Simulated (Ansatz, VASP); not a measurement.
One calculation of PtSe2, two programs

INCAR

```
SYSTEM = PtSe2
ALGO = Normal
EDIFF = 1E-6
EDIFFG = -0.01
ENCUT = 600
GGA = VW
IBRION = 2
ISIF = 3
ISMEAR = -1
LASPH = .True.
LCHARG = .False.
LREAL = .False.
LWAVE = .False.
NELM = 60
NSW = 60
PREC = Accurate
SIGMA = 0.05
```

The input KPOINTS:

```
k-points
0
Gamma
  8 8 5
  0 0 0
```

Contents of POSCAR:

```
PtSe2
1.0
    3.7240000000      0.0000000000      0.0000000000
   -1.8620000000      3.2250786037      0.0000000000
    0.0000000000      0.0000000000      5.0620000000
Pt Se
1 2
Direct
    0.0000000000      0.0000000000      0.0000000000
    0.6666666667      0.3333333333      0.7500000000
    0.3333333333      0.6666666667      0.2500000000
```

The input input.yaml:

```yaml
crystal:
  lattice:
    - [3.724, 0.0, 0.0]
    - [-1.862, 3.2250786037, 0.0]
    - [0.0, 0.0, 5.062]
  atoms:
    - { symbol: Pt, position: [0.0, 0.0, 0.0] }
    - { symbol: Se, position: [0.6666666667, 0.3333333333, 0.75] }
    - { symbol: Se, position: [0.3333333333, 0.6666666667, 0.25] }
hamiltonian:
  xc: { exchange: slater, correlation: vwn5 }
  pseudopotentials: { kind: paw }
kpoints:
  mp_grid: { grid: [8, 8, 5] }
scf:
  occupations: { method: fermi_dirac, width: 0.05 }
output:
  forces: true
  stress: true
relax:
  f_tol: 0.01
  max_steps: 40
  cell: { stress_tol: 0.05 }
```

Alike in both runs: task relaxation of cell and atoms; functional SVWN5; k mesh 8 × 8 × 5; occupations fermi-dirac, width 0.05 eV; no spin polarisation.

|  | VASP | Ansatz |
| --- | --- | --- |
| version | VASP 6.6.1 | Ansatz 0.2.0 |
| potentials or method | VASP PAW PBE potentials, release 64 (Pt, Se) | Ansatz PAW |
| plane-wave cutoff (eV) | 600 | 420 |
| valence electrons in the cell | 22 | 50 |

Ansatz gave:

| Quantity | Value |
| --- | --- |
| relaxed volume (Å³/atom) | 19.20 |
| relaxed cell length with the largest relative difference (Å) | 4.761 |

Problem. Estimate VASP's values.

Solution. Relaxed volume (Å³/atom): 19.21; relaxed cell length with the largest relative difference (Å): 4.757.

VASP's potentials were made for PBE, not for SVWN5. VASP's potentials hold 22 valence electrons a cell and Ansatz's 50, so a difference there can come from the potentials and not from the codes.

Neither program's run includes spin-orbit coupling. Noted on Ansatz's run: the plane-wave basis is chosen anew once the cell has moved, so the energies of steps on either side of that aren't comparable.
